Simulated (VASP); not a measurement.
GaN: single point with PBE

The system is GaN.

```
Ga N
1.0
     3.13021    0.00000    0.00000
    -1.56510    2.71084    0.00000
     0.00000    0.00000    5.42087
Ga N
2 2
Cartesian
  0.0000 1.8072 2.7057
  1.5651 0.9036 5.4162
  0.0000 1.8072 4.7480
  1.5651 0.9036 2.0375
```

| Quantity | Value |
| --- | --- |
| Program | VASP 6.6.1 |
| Task | single point |
| Functional | PBE |
| Potentials or basis | VASP PAW PBE potentials, release 64 (Ga_d, N) |
| Cutoff | 520 eV |
| k mesh | 9 × 9 × 5 |
| Occupations | gaussian, width 0.02 eV |
| Spin | no spin polarisation |
| Dipole correction | no |
| Further INCAR settings | ALGO = Normal; EDIFF = 1e-06; NBANDS = 26 |

```json
{"Pressure": "5.1 GPa", "Largest force": "0.454 eV/Å", "Band gap on the k mesh": "1.62 eV, direct"}
```

Forces on the atoms (eV/Å):
```
Ga   0.000  0.000  0.454
Ga   0.000  0.000  0.454
N    0.000  0.000 -0.454
N    0.000  0.000 -0.454
```

Stress tensor (GPa, compression positive):
```
12.34  0.00  0.00
 0.00 12.34  0.00
 0.00  0.00 -9.32
```

Levels at points of the mesh, in eV from the valence-band top:
```csv
k point,band 16,band 17,band 18,band 19,band 20,band 21
"(0.00, 0.00, 0.00)",-0.28,0.00,0.00,1.62,4.70,8.63
```

Wall time 20 s on 1 thread of Intel(R) Xeon(R) Platinum 8559C (Emerald Rapids), with other jobs on the host, peak memory 0.17 GiB.
